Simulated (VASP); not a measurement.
# PtSe2 (P-3m1) in VASP: further runs

PtSe2 is run at these levels: PBE+D3(BJ), PBE+D4; tasks: relaxation of cell and atoms.

Program: VASP 6.6.1. These are calculated values, not measurements. Logs are shortened: lines on timing, memory, paths and dates and some standing lists are left out, and cuts for length are marked.

## (1) The cell of the first run

Symmetry: P-3m1, No. 164, trigonal system. The conventional cell has a = 3.724 Å, b = 3.724 Å, c = 5.062 Å, α = 90.00°, β = 90.00°, γ = 120.00°. Pt (site symmetry -3m) has 6 Se at 2.49 Å within 3.3 Å. Within 3.4 Å of Se (site symmetry 3m) lie 3 Pt at 2.49 Å and 6 Se at 3.32 Å.

## (2) Relaxation of cell and atoms, PBE+D3(BJ)

INCAR

```
SYSTEM = PtSe2
  PREC = Accurate
  ENCUT = 600
  EDIFF = 1E-6
  ISMEAR = -1
  SIGMA = 0.1
  LREAL = .False.
  LASPH = .True.
  NELM = 60
  ALGO = Normal
  ISIF = 3
  LWAVE = .False.
  LCHARG = .False.
  GGA = PE
  IVDW = 12
  IBRION = 2
  NSW = 80
  EDIFFG = -0.01
```

KPOINTS

```
regular mesh
0
Gamma
  8 8 6
  0 0 0
```

POSCAR

```
PtSe2
1.0
    3.7240000000      0.0000000000      0.0000000000
   -1.8620000000      3.2250786000      0.0000000000
    0.0000000000      0.0000000000      5.0620000000
Pt Se
1 2
Direct
    0.0000000000      0.0000000000      0.0000000000
    0.3333333333      0.6666666667      0.2500000000
    0.6666666667      0.3333333333      0.7500000000
```

Potentials or basis: VASP PAW PBE potentials, release 64 (Pt, Se).

Run with:

```bash
> cat potpaw_PBE.64/Pt/POTCAR potpaw_PBE.64/Se/POTCAR > POTCAR
> mpirun -np 1 vasp_std > vasp.out
```

OUTCAR:

```text
SYSTEM = PtSe2
   PREC = Accurate
   ENCUT = 600
   EDIFF = 1E-6
   ISMEAR = -1
   LREAL = .False.
   LASPH = .True.
   NELM = 60
   ISIF = 3
   GGA = PE
   IVDW = 12
   IBRION = 2
   NSW = 80
   EDIFFG = -0.01
 IVDW          = 12

 ion  position               nearest neighbor table
   1  0.000  0.000  0.000-   2 2.49   3 2.49   3 2.49   2 2.49   3 2.49   2 2.49
   2  0.333  0.667  0.250-   1 2.49   1 2.49   1 2.49
   3  0.667  0.333  0.750-   1 2.49   1 2.49   1 2.49

  LATTYP: Found a hexagonal cell.
 ALAT       =     3.7240000000
 C/A-ratio  =     1.3592910849

  Lattice vectors:

 A1 = (   3.7240000000,   0.0000000000,   0.0000000000)
 A2 = (  -1.8620000000,   3.2250786000,   0.0000000000)
 A3 = (   0.0000000000,   0.0000000000,   5.0620000000)

Analysis of symmetry for initial positions (statically):
=====================================================================
 Subroutine PRICEL returns:
 Original cell was already a primitive cell.

 Routine SETGRP: Setting up the symmetry group for a
 hexagonal supercell.

 Subroutine GETGRP returns: Found 12 space group operations
 (whereof 12 operations were pure point group operations)
 out of a pool of 24 trial point group operations.

The static configuration has the point symmetry D_3d.

Analysis of symmetry for dynamics (positions and initial velocities):
=====================================================================
 Subroutine PRICEL returns:
 Original cell was already a primitive cell.

 Routine SETGRP: Setting up the symmetry group for a
 hexagonal supercell.

 Subroutine GETGRP returns: Found 12 space group operations
 (whereof 12 operations were pure point group operations)
 out of a pool of 24 trial point group operations.

The dynamic configuration has the point symmetry D_3d.

 Subroutine INISYM returns: Found 12 space group operations
 (whereof 12 operations are pure point group operations),
 and found     1 'primitive' translations

----------------------------------------------------------------------------------------

                                     Primitive cell

  volume of cell :      60.7956

  direct lattice vectors                    reciprocal lattice vectors
     3.724000000  0.000000000  0.000000000     0.268528464  0.155034981  0.000000000
    -1.862000000  3.225078600  0.000000000     0.000000000  0.310069962  0.000000000
     0.000000000  0.000000000  5.062000000     0.000000000  0.000000000  0.197550375

  length of vectors
     3.724000000  3.723999997  5.062000000     0.310069962  0.310069962  0.197550375

  position of ions in fractional coordinates (direct lattice)
     0.000000000  0.000000000  0.000000000
     0.333333333  0.666666667  0.250000000
     0.666666667  0.333333333  0.750000000

  ion indices of the primitive-cell ions
   primitive index   ion index
                 1           1
                 2           2
                 3           3

----------------------------------------------------------------------------------------

 KPOINTS: regular mesh

Automatic generation of k-mesh.
 Grid dimensions read from file:
 generate k-points for:    8    8    6

 Generating k-lattice:

  Cartesian coordinates                     Fractional coordinates (reciprocal lattice)
     0.033566058  0.019379373  0.000000000     0.125000000  0.000000000  0.000000000
     0.000000000  0.038758745  0.000000000     0.000000000  0.125000000  0.000000000
     0.000000000  0.000000000  0.032925063     0.000000000  0.000000000  0.166666667

  Length of vectors
     0.038758745  0.038758745  0.032925063

  Shift w.r.t. Gamma in fractional coordinates (k-lattice)
     0.000000000  0.000000000  0.000000000

 Subroutine IBZKPT returns following result:
 ===========================================

 Found     50 irreducible k-points:

 Following reciprocal coordinates:
            Coordinates               Weight
  0.000000  0.000000  0.000000      1.000000
  0.125000 -0.000000  0.000000      6.000000
  0.250000 -0.000000  0.000000      6.000000
  0.375000 -0.000000  0.000000      6.000000
  0.500000 -0.000000  0.000000      3.000000
  0.125000  0.125000  0.000000      6.000000
[... 16 lines left out ...]
 -0.125000  0.500000  0.166667     12.000000
  0.250000  0.250000  0.166667     12.000000
 [... further k-points ...]
   k-points           NKPTS =     50   k-points in BZ     NKDIM =     50   number of bands    NBANDS=     15
   number of dos      NEDOS =    301   number of ions     NIONS =      3
   total plane-waves  NPLWV =  36000
   dimension x,y,z NGX =    30 NGY =   30 NGZ =   40
   dimension x,y,z NGXF=    60 NGYF=   60 NGZF=   80
   ions per type =               1   2
   NGX,Y,Z   is equivalent  to a cutoff of  13.39, 13.39, 13.14 a.u.
   NGXF,Y,Z  is equivalent  to a cutoff of  26.79, 26.79, 26.27 a.u.
 SYSTEM =  PtSe2
   PREC   = accura    normal or accurate (medium, high low for compatibility)
   ISTART =      0    job   : 0-new  1-cont  2-samecut
   ICHARG =      2    charge: 1-file 2-atom 10-const
   ISPIN  =      1    spin polarized calculation?
   LNONCOLLINEAR =      F non collinear calculations
   LSORBIT =      F    spin-orbit coupling
   LASPH  =      T    aspherical Exc in radial PAW
   ENCUT  =  600.0 eV  44.10 Ry    6.64 a.u.   7.44  7.44 10.11*2*pi/ulx,y,z
   NELM   =     60;   NELMIN=  2; NELMDL= -5     # of ELM steps
   EDIFF  = 0.1E-05   stopping-criterion for ELM
   LREAL  =      F    real-space projection
   EDIFFG = -.1E-01   stopping-criterion for IOM
   NSW    =     80    number of steps for IOM
   IBRION =      2    ionic relax: 0-MD 1-quasi-New 2-CG
   NFREE  =      1    steps in history (QN), initial steepest desc. (CG)
   ISIF   =      3    stress and relaxation
   ISYM   =      2    0-nonsym 1-usesym 2-fastsym
   POTIM  = 0.5000    time-step for ionic-motion
   TEBEG  =    0.0;   TEEND  =   0.0 temperature during run
   PSTRESS=    0.0 pullay stress
   NELECT =      22.0000    total number of electrons
   NUPDOWN=      -1.0000    fix difference up-down
   EMIN   =  10.00;   EMAX   =-10.00  energy-range for DOS
   EFERMI =   0.00;   METHOD = LEGACY
   ISMEAR =    -1;   SIGMA  =   0.10  broadening in eV -4-tet -1-fermi 0-gaus
   EFERMI_NEDOS =   21; number of points for ismear=-14 and -15
   IALGO  =     38    algorithm
   IMIX   =      4    mixing-type and parameters
     AMIX     =   0.40;   BMIX     =  1.00
     AMIX_MAG =   1.60;   BMIX_MAG =  1.00
  volume/ion in A,a.u.               =      20.27       136.76
  Fermi-wavevector in a.u.,A,eV,Ry     =   1.166608  2.204570 18.517184  1.360975
  Thomas-Fermi vector in A             =   2.303119
   LORBIT       =      0    0 simple, 1 ext, 2 COOP (PROOUT), +10 PAW based schemes
   GGA     = PE    functional components
   LHFCALC =     F    Hartree Fock is set to
   AEXX    =    0.0000 exact exchange contribution
   IVDW    =    12    specifies the selected vdW correction
   LEPSILON=     F    determine dielectric tensor
   LRPA    =     F    only Hartree local field effects (RPA)
 conjugate gradient relaxation of ions
 non-spin polarized calculation
  energy-cutoff  :      600.00
  volume of cell :       60.80
 maximum number of plane-waves:      2057
 NGX is ok and might be reduce to    30
   NGX = 15   NGY = 15   NGZ = 21

--------------------------------------- Ionic step        1  -------------------------------------------

 number of electron      22.0000000 magnetization

 Free energy of the ion-electron system (eV)
  ---------------------------------------------------
  ext. energy  EPLUGINS =         0.00000000
  ---------------------------------------------------
  free energy    TOTEN  =       -14.19792405 eV

  energy without entropy =      -14.17787593  energy(sigma->0) =      -14.18789999

------------------------ aborting loop because EDIFF is reached ----------------------------------------

 Edisp (eV)   -1.43094

 E8    (eV) :    -0.6140

  FORCE on cell =-STRESS in cart. coord.  units (eV):
  Direction    XX          YY          ZZ          XY          YZ          ZX
  --------------------------------------------------------------------------------------
  -------------------------------------------------------------------------------------
  Total       1.59922     1.59922     0.76740     0.00000     0.00000     0.00000
  in kB      42.14493    42.14493    20.22370     0.00000     0.00000     0.00000
  external pressure =       34.84 kB  Pullay stress =        0.00 kB
[... 100 lines left out ...]
  FREE ENERGIE OF THE ION-ELECTRON SYSTEM (eV)
  ---------------------------------------------------
  free  energy   TOTEN  =       -15.6531114720 eV

  energy  without entropy=      -15.6322645600  energy(sigma->0) =      -15.64268802

[... ionic steps 4 to 16 ...]

--------------------------------------- Ionic step       17  -------------------------------------------

 number of electron      22.0000002 magnetization

------------------------ aborting loop because EDIFF is reached ----------------------------------------

 Edisp (eV)   -1.47420

 E8    (eV) :    -0.6334
[... 71 lines left out ...]
  energy  without entropy=      -15.6606660625  energy(sigma->0) =      -15.67137940

--------------------------------------- Ionic step       19  -------------------------------------------

 number of electron      22.0000002 magnetization

 Free energy of the ion-electron system (eV)
  ---------------------------------------------------
  ext. energy  EPLUGINS =         0.00000000
  ---------------------------------------------------
  free energy    TOTEN  =       -14.20782301 eV

  energy without entropy =      -14.18639621  energy(sigma->0) =      -14.19710961

 E-fermi :   6.7104     XC(G=0): -10.8406

 val. band max:        6.5053850404   @ k =   0.1250  -0.0000   0.0000
 cond. band min:       6.7126807820   @ k =   0.3750   0.2500   0.0000
 fundamental gap:      0.2072957416
 Fermi energy:         6.7103783423

 k-point     1 :       0.0000    0.0000    0.0000
  band No.  band energies     occupation
      1      -8.9421      2.00000
      2      -5.8145      2.00000
      3      -0.3773      2.00000
      4       0.5148      2.00000
      5       0.5148      2.00000
      6       2.9625      2.00000
      7       2.9625      2.00000
      8       4.2807      2.00000
      9       5.7327      1.99989
     10       5.7327      1.99989
     11       7.5371      0.00051
     12       7.7931      0.00004
     13       7.7931      0.00004
     14      10.0839      0.00000
     15      10.8534      0.00000
[... 397 lines left out ...]
 k-point    24 :       0.2500    0.2500    0.1667
  band No.  band energies     occupation
      1      -7.3256      2.00000
      2      -6.6423      2.00000
      3       0.1449      2.00000
      4       0.6685      2.00000
      5       1.0672      2.00000
      6       1.9693      2.00000
      7       2.2377      2.00000
      8       3.4766      2.00000
      9       3.7106      2.00000
     10       4.4087      2.00000
     11       5.4009      2.00000
     12       7.1205      0.03256
     13       8.0179      0.00000
     14      11.5007      0.00000
     15      13.8818      0.00000

 [... further k-points ...]

------------------------ aborting loop because EDIFF is reached ----------------------------------------

 Edisp (eV)   -1.47427

 E8    (eV) :    -0.6334

  FORCE on cell =-STRESS in cart. coord.  units (eV):
  Direction    XX          YY          ZZ          XY          YZ          ZX
  --------------------------------------------------------------------------------------
  -------------------------------------------------------------------------------------
  Total       0.00886     0.00886     0.02898     0.00000     0.00000     0.00000
  in kB       0.23955     0.23955     0.78361     0.00000     0.00000     0.00000
  external pressure =        0.42 kB  Pullay stress =        0.00 kB
[... 18 lines left out ...]
  FREE ENERGIE OF THE ION-ELECTRON SYSTEM (eV)
  ---------------------------------------------------
  free  energy   TOTEN  =       -15.6820937067 eV

  energy  without entropy=      -15.6606669036  energy(sigma->0) =      -15.67138031

 reached required accuracy - stopping structural energy minimisation
```

Wall time 3.4 min (1 thread of Intel Xeon 6975P-C (Granite Rapids), shared host); peak memory 0.26 GiB.

Results:

```
Free energy                           : -15.6821 eV
Relaxed volume                        : 19.75 Å³/atom
Relaxed cell                          : a = 3.773 Å, b = 3.773 Å, c = 4.805 Å, α = 90.00°, β = 90.00°, γ = 120.00°
Space group after relaxing (to 0.1 Å) : P-3m1 (No. 164)
Energy gained by relaxing             : 17.7 meV/atom
Ionic steps                           : 19
Pressure after relaxing               : 0.0 GPa
Band gap on the k mesh                : zero (bands 11 and 12 overlap by 0.82 eV)
Dispersion energy per atom            : -0.491 eV
```

Forces on the atoms (eV/Å):
```
Pt   0.000  0.000  0.000
Se   0.000  0.000  0.002
Se   0.000  0.000 -0.002
```

Step by step:
```
step  energy change (eV)  largest force (eV/Å)  pressure (GPa)  volume (Å³)
   1              0.0000                0.6166            3.48        60.80
   2              0.0313                0.3913           -5.88        64.75
   3             -0.0242                0.1831           -0.61        62.31
   4             -0.0301                0.1564           -0.55        61.92
   5             -0.0440                0.0701           -0.27        60.73
   6             -0.0465                0.1595            0.80        58.37
   7             -0.0505                0.0249            0.25        59.53
   8             -0.0507                0.0410            0.30        59.37
   9             -0.0512                0.1324           -1.07        59.60
  10             -0.0523                0.0911           -0.46        59.50
  11             -0.0521                0.0673            0.60        58.88
  12             -0.0532                0.0167            0.04        59.21
  13             -0.0532                0.0152            0.04        59.20
  14             -0.0529                0.0259            0.33        59.04
  15             -0.0532                0.0137            0.06        59.19
  16             -0.0532                0.0108           -0.03        59.26
  17             -0.0532                0.0110           -0.03        59.25
  18             -0.0532                0.0046            0.07        59.25
  19             -0.0532                0.0022            0.04        59.25
```

Final structure:
```yaml
crystal:
  lattice:
    - [3.77329, 0.00000, 0.00000]
    - [-1.88664, 3.26776, 0.00000]
    - [0.00000, 0.00000, 4.80521]
  atoms:
    - { symbol: Pt, position: [0.00000, 0.00000, 0.00000] }
    - { symbol: Se, position: [0.33333, 0.66667, 0.26613] }
    - { symbol: Se, position: [0.66667, 0.33333, 0.73387] }
```

Levels at points of the mesh, in eV from the Fermi level:
```csv
k point,band 7,band 8,band 9,band 10,band 11,band 12,band 13,band 14,band 15
"(0.00, 0.00, 0.00)",-3.75,-2.43,-0.98,-0.98,0.83,1.08,1.08,3.37,4.14
"(0.50, 0.00, 0.00)",-3.70,-3.65,-3.28,-3.22,-2.88,0.53,2.55,5.07,6.18
"(0.00, 0.00, 0.50)",-3.80,-2.87,-1.70,-1.70,-1.67,2.37,2.37,5.04,6.57
"(0.50, 0.00, 0.50)",-3.32,-3.30,-3.03,-2.55,-1.06,0.63,1.50,4.96,4.98
```

Caveat: spin-orbit coupling is left out, which moves the levels of the heavy elements.

## (3) Relaxation of cell and atoms, PBE+D4

INCAR

```
SYSTEM = PtSe2
ALGO = Normal ; EDIFF = 1E-6
EDIFFG = -0.01 ; ENCUT = 600
GGA = PE ; IBRION = 2
ISIF = 3 ; ISMEAR = -1
IVDW = 13 ; LASPH = .TRUE.
LCHARG = .FALSE. ; LREAL = .FALSE.
LWAVE = .FALSE. ; NELM = 80
NSW = 80 ; PREC = Accurate
SIGMA = 0.1
```

KPOINTS

```
k-points
0
G
  8 8 6
  0 0 0
```

POSCAR is that of step 2.

Potentials or basis: VASP PAW PBE potentials, release 64 (Pt, Se).

Run with:

```bash
> cat potpaw_PBE.64/Pt/POTCAR potpaw_PBE.64/Se/POTCAR > POTCAR
> mpirun -np 1 vasp_std > vasp.out
```

Run time: 2.8 min. Hardware: 1 thread of Intel Xeon 6975P-C (Granite Rapids), shared host; peak memory 0.24 GiB.

Results (log left out):

- Free energy: -15.7521 eV
- Relaxed volume: 19.78 Å³/atom
- Relaxed cell: a = 3.775 Å, b = 3.775 Å, c = 4.810 Å, α = 90.00°, β = 90.00°, γ = 120.00°
- Space group after relaxing (to 0.1 Å): P-3m1 (No. 164)
- Energy gained by relaxing: 18.1 meV/atom
- Ionic steps: 12
- Pressure after relaxing: -0.1 GPa
- Largest force after relaxing: 0.007 eV/Å
- Band gap on the k mesh: zero (bands 11 and 12 overlap by 0.82 eV)
- Dispersion energy per atom: -0.514 eV

Forces in eV/Å, atoms in the order of the input:
```
Pt   0.000  0.000  0.000
Se   0.000  0.000 -0.007
Se   0.000  0.000  0.007
```

Step by step:
```tsv
step	energy change (eV)	largest force (eV/Å)	pressure (GPa)	volume (Å³)
1	0.0000	0.6257	3.61	60.80
2	0.0342	0.4083	-6.04	64.90
3	-0.0255	0.1825	-0.59	62.36
4	-0.0255	0.1906	-0.53	62.33
5	-0.0311	0.1654	-0.45	61.94
6	-0.0445	0.0838	-0.17	60.79
7	-0.0481	0.1327	0.87	58.49
8	-0.0513	0.0152	0.37	59.53
9	-0.0508	0.1551	-1.45	59.90
10	-0.0529	0.0818	-0.49	59.71
11	-0.0538	0.0321	0.19	59.16
12	-0.0542	0.0070	-0.06	59.35
```

Final structure:
```yaml
crystal:
  lattice:
    - [3.77458, 0.00000, 0.00000]
    - [-1.88729, 3.26889, 0.00000]
    - [0.00000, 0.00000, 4.81031]
  atoms:
    - { symbol: Pt, position: [0.00000, 0.00000, 0.00000] }
    - { symbol: Se, position: [0.33333, 0.66667, 0.26620] }
    - { symbol: Se, position: [0.66667, 0.33333, 0.73380] }
```

Levels at points of the mesh, in eV from the Fermi level:
```tsv
k point	band 7	band 8	band 9	band 10	band 11	band 12	band 13	band 14	band 15
(0.00, 0.00, 0.00)	-3.74	-2.43	-0.97	-0.97	0.82	1.08	1.08	3.38	4.13
(0.50, 0.00, 0.00)	-3.69	-3.64	-3.27	-3.21	-2.87	0.53	2.54	5.07	6.17
(0.00, 0.00, 0.50)	-3.79	-2.87	-1.70	-1.70	-1.67	2.36	2.36	5.04	6.56
(0.50, 0.00, 0.50)	-3.31	-3.29	-3.02	-2.54	-1.06	0.63	1.49	4.96	4.97
```

Caveat: spin-orbit coupling is left out, which moves the levels of the heavy elements.

The gap in the log of VASP goes by the Fermi energy; the results here count the filled bands.